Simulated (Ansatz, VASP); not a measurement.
# BaS in VASP and in Ansatz

```
Ba S
1.0
     0.00000    3.19375    3.28956
     3.19375    0.00000    3.28956
     3.19375    3.19375    0.00000
Ba S
1 1
Direct
  0.00000 0.00000 0.00000
  0.50000 0.50000 0.50000
```

Change from the starting cell: strain +0.0300 x Voigt [0, 0, 1, 0, 0, 0], atoms carried along.

Alike in both runs: task single point; functional LDA; k mesh 8 × 8 × 8; occupations gaussian, width 0.05 eV; no spin polarisation.

|  | VASP | Ansatz |
| --- | --- | --- |
| version | VASP 6.6.1 | Ansatz 0.2.0 |
| potentials or method | VASP PAW LDA potentials, release 64 (Ba_sv, S), cutoff 520 eV | scalar-relativistic, plane waves, PAW |
| valence electrons in the cell | 16 | 16 |

```csv
,VASP,Ansatz,Ansatz less VASP
gap on the k mesh at the Fermi level (eV),1.92,2.02,+0.101
least direct gap on the mesh (eV),2.07,2.14,+0.069
pressure (GPa),-2.9,-3.5,-0.57
"traceless stress, the component that is largest in VASP (GPa)",-1.26,-1.13,+0.135
```

LDA's correlation is that of Perdew and Zunger in VASP and of Perdew and Wang (1992) in Ansatz.

Spin-orbit coupling is off throughout.
